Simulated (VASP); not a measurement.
# Ru (P6_3/mmc) in VASP: a series of runs

The runs below take Ru through single point, with LDA.

Everything below comes from runs of VASP 6.6.1. Logs are shortened: lines on timing, memory, paths and dates and some standing lists are left out, and cuts for length are marked.

**1. The cell of the first run**

It takes space group P6_3/mmc (No. 194, hexagonal). The conventional cell has a = 2.678 Å, b = 2.678 Å, c = 4.218 Å, α = 90.00°, β = 90.00°, γ = 120.00°. Ru (site symmetry -6m2) has 12 Ru at 2.61 to 2.68 Å within 3.4 Å.

**2. Single point, LDA**

INCAR

```
PREC = Accurate ; ENCUT = 560
EDIFF = 1E-6 ; ISMEAR = -1
SIGMA = 0.1 ; LREAL = False
LASPH = True ; NELM = 120
ALGO = Normal ; ISIF = 2
LWAVE = False ; LCHARG = False
GGA = CA ; NBANDS = 23
GGA_COMPAT = False
```

KPOINTS

```
Automatic mesh
0
Gamma
  7 7 4
```

POSCAR

```
Ru
1.0
    2.6775346364      0.0000000000      0.0000000000
   -1.3387673182      2.3188130146      0.0000000000
    0.0000000000      0.0000000000      4.2181251212
Ru
2
Direct
    0.3333333333      0.6666666667      0.2500000000
    0.6666666667      0.3333333333      0.7500000000
```

Potentials or basis: VASP PAW LDA potentials, release 64 (Ru_sv).

Run with:

```console
$ cat potpaw_LDA.64/Ru_sv/POTCAR > POTCAR
$ mpirun -np 1 vasp_std > vasp.out
```

OUTCAR:

```text
PREC = Accurate
   ENCUT = 560
   EDIFF = 1E-6
   ISMEAR = -1
   LREAL = False
   LASPH = True
   NELM = 120
   ISIF = 2
   GGA = CA

 ion  position               nearest neighbor table
   1  0.333  0.667  0.250-   2 2.61   2 2.61   2 2.61   2 2.61   2 2.61   2 2.61
   2  0.667  0.333  0.750-   1 2.61   1 2.61   1 2.61   1 2.61   1 2.61   1 2.61

  LATTYP: Found a hexagonal cell.
 ALAT       =     2.6775346364
 C/A-ratio  =     1.5753764914

  Lattice vectors:

 A1 = (   2.6775346364,   0.0000000000,   0.0000000000)
 A2 = (  -1.3387673182,   2.3188130146,   0.0000000000)
 A3 = (   0.0000000000,   0.0000000000,   4.2181251212)

Analysis of symmetry for initial positions (statically):
=====================================================================
 Subroutine PRICEL returns:
 Original cell was already a primitive cell.

 Routine SETGRP: Setting up the symmetry group for a
 hexagonal supercell.

 Subroutine GETGRP returns: Found 24 space group operations
 (whereof 12 operations were pure point group operations)
 out of a pool of 24 trial point group operations.

The static configuration has the point symmetry D_3d.
 The point group associated with its full space group is D_6h.

Analysis of symmetry for dynamics (positions and initial velocities):
=====================================================================
 Subroutine PRICEL returns:
 Original cell was already a primitive cell.

 Routine SETGRP: Setting up the symmetry group for a
 hexagonal supercell.

 Subroutine GETGRP returns: Found 24 space group operations
 (whereof 12 operations were pure point group operations)
 out of a pool of 24 trial point group operations.

The dynamic configuration has the point symmetry D_3d.
 The point group associated with its full space group is D_6h.

 Subroutine INISYM returns: Found 24 space group operations
 (whereof 12 operations are pure point group operations),
 and found     1 'primitive' translations

----------------------------------------------------------------------------------------

                                     Primitive cell

  volume of cell :      26.1891

  direct lattice vectors                    reciprocal lattice vectors
     2.677534636  0.000000000  0.000000000     0.373477895  0.215627563  0.000000000
    -1.338767318  2.318813015  0.000000000     0.000000000  0.431255127  0.000000000
     0.000000000  0.000000000  4.218125121     0.000000000  0.000000000  0.237072152

[... 78 lines left out ...]
   LSORBIT =      F    spin-orbit coupling
   LASPH  =      T    aspherical Exc in radial PAW
   ENCUT  =  560.0 eV  41.16 Ry    6.42 a.u.   5.17  5.17  8.14*2*pi/ulx,y,z
   NELM   =    120;   NELMIN=  2; NELMDL= -5     # of ELM steps
   EDIFF  = 0.1E-05   stopping-criterion for ELM
   LREAL  =      F    real-space projection
   EDIFFG = 0.1E-04   stopping-criterion for IOM
   NSW    =      0    number of steps for IOM
   IBRION =     -1    ionic relax: 0-MD 1-quasi-New 2-CG
   NFREE  =      0    steps in history (QN), initial steepest desc. (CG)
   ISIF   =      2    stress and relaxation
   ISYM   =      2    0-nonsym 1-usesym 2-fastsym
   POTIM  = 0.5000    time-step for ionic-motion
   TEBEG  =    0.0;   TEEND  =   0.0 temperature during run
   PSTRESS=    0.0 pullay stress
   NELECT =      32.0000    total number of electrons
   NUPDOWN=      -1.0000    fix difference up-down
   EMIN   =  10.00;   EMAX   =-10.00  energy-range for DOS
   EFERMI =   0.00;   METHOD = LEGACY
   ISMEAR =    -1;   SIGMA  =   0.10  broadening in eV -4-tet -1-fermi 0-gaus
   EFERMI_NEDOS =   21; number of points for ismear=-14 and -15
   IALGO  =     38    algorithm
   IMIX   =      4    mixing-type and parameters
     AMIX     =   0.40;   BMIX     =  1.00
     AMIX_MAG =   1.60;   BMIX_MAG =  1.00
  volume/ion in A,a.u.               =      13.09        88.37
  Fermi-wavevector in a.u.,A,eV,Ry     =   1.750188  3.307376 41.676800  3.063158
  Thomas-Fermi vector in A             =   2.820956
   LORBIT       =      0    0 simple, 1 ext, 2 COOP (PROOUT), +10 PAW based schemes
   GGA     = CA    functional components
   LHFCALC =     F    Hartree Fock is set to
   AEXX    =    0.0000 exact exchange contribution
   IVDW    =     0    specifies the selected vdW correction
   LEPSILON=     F    determine dielectric tensor
   LRPA    =     F    only Hartree local field effects (RPA)
 non-spin polarized calculation
  energy-cutoff  :      560.00
  volume of cell :       26.19
 maximum number of plane-waves:       808
 NGX is ok and might be reduce to    24
   NGX = 11   NGY = 11   NGZ = 17

 number of electron      32.0000001 magnetization

 Free energy of the ion-electron system (eV)
  ---------------------------------------------------
  ext. energy  EPLUGINS =         0.00000000
  ---------------------------------------------------
  free energy    TOTEN  =       -21.37902484 eV

  energy without entropy =      -21.29836007  energy(sigma->0) =      -21.33869246

 E-fermi :  15.7483     XC(G=0): -14.7377

 val. band max:       15.7437344901   @ k =   0.2857   0.1429   0.0000
 cond. band min:      15.7618455960   @ k =   0.1429   0.1429   0.0000
 fundamental gap:      0.0181111059
 Fermi energy:        15.7483341250

 k-point     1 :       0.0000    0.0000    0.0000
  band No.  band energies     occupation
      1     -57.0794      2.00000
      2     -56.8310      2.00000
      3     -27.9059      2.00000
      4     -26.7864      2.00000
      5     -26.7864      2.00000
      6     -26.5880      2.00000
[... 613 lines left out ...]
     22      27.9884      0.00000
     23      28.1683      0.00000

------------------------ aborting loop because EDIFF is reached ----------------------------------------

  FORCE on cell =-STRESS in cart. coord.  units (eV):
  Direction    XX          YY          ZZ          XY          YZ          ZX
  --------------------------------------------------------------------------------------
  -------------------------------------------------------------------------------------
  Total        0.4029142      0.4029142     -0.2378810     -0.0000000     -0.0000000      0.0000000
  in kB       24.6492042     24.6492042    -14.5529148     -0.0000000     -0.0000000      0.0000000
  external PRESSURE =      11.5818312 kB  Pullay stress =       0.0000000 kB

 VOLUME and BASIS-vectors are now :
 -----------------------------------------------------------------------------
  energy-cutoff  :      560.00
  volume of cell :       26.19
      direct lattice vectors                 reciprocal lattice vectors
     2.677534636  0.000000000  0.000000000     0.373477895  0.215627563  0.000000000
    -1.338767318  2.318813015  0.000000000     0.000000000  0.431255127  0.000000000
     0.000000000  0.000000000  4.218125121     0.000000000  0.000000000  0.237072152

 POSITION                                       TOTAL-FORCE (eV/Angst)
 -----------------------------------------------------------------------------------
     -0.00000      1.54588      1.05453        -0.000000      0.000000      0.000000
      1.33877      0.77294      3.16359         0.000000     -0.000000      0.000000
 -----------------------------------------------------------------------------------
    total drift:                               -0.000000      0.000000     -0.000000

  FREE ENERGIE OF THE ION-ELECTRON SYSTEM (eV)
  ---------------------------------------------------
  free  energy   TOTEN  =       -21.3790248414 eV

  energy  without entropy=      -21.2983600713  energy(sigma->0) =      -21.33869246
```

OSZICAR:

```text
N       E                     dE             d eps       ncg     rms          rms(c)
DAV:   1     0.453372509493E+03    0.45337E+03   -0.21879E+04  1104   0.171E+03
DAV:   2    -0.989445198191E+01   -0.46327E+03   -0.44660E+03  1258   0.560E+02
DAV:   3    -0.226296647853E+02   -0.12735E+02   -0.12500E+02  1321   0.105E+02
DAV:   4    -0.227414257432E+02   -0.11176E+00   -0.11174E+00  1279   0.107E+01
DAV:   5    -0.227430573607E+02   -0.16316E-02   -0.16316E-02  1335   0.122E+00    0.279E+01
DAV:   6    -0.214457668551E+02    0.12973E+01   -0.30205E+00  1202   0.172E+01    0.570E+00
DAV:   7    -0.213880067274E+02    0.57760E-01   -0.11401E-01  1279   0.270E+00    0.155E+00
DAV:   8    -0.213790574531E+02    0.89493E-02   -0.83383E-03  1216   0.112E+00    0.857E-02
DAV:   9    -0.213790242476E+02    0.33205E-04   -0.17526E-04  1321   0.137E-01    0.877E-02
DAV:  10    -0.213790250488E+02   -0.80123E-06   -0.11315E-05  1251   0.300E-02    0.166E-02
DAV:  11    -0.213790248414E+02    0.20741E-06   -0.19025E-06   913   0.157E-02
   1 F= -.21379025E+02 E0= -.21338692E+02  d E =-.806648E-01
```

Wall time 11 s (1 thread of Intel Xeon Platinum 8488C (Sapphire Rapids), shared host); peak memory 0.14 GiB.

What came out:

```
Free energy            : -21.3790 eV
Pressure               : 1.2 GPa
Band gap on the k mesh : zero (bands 16 and 17 overlap by 2.92 eV)
```

Caveat: the k points lie up to 0.39 Å⁻¹ apart, too coarse for converged energies and pressures of a metal.

(Part 1 of 2 ends here.)

The gap in the log of VASP goes by the Fermi energy; the results here count the filled bands.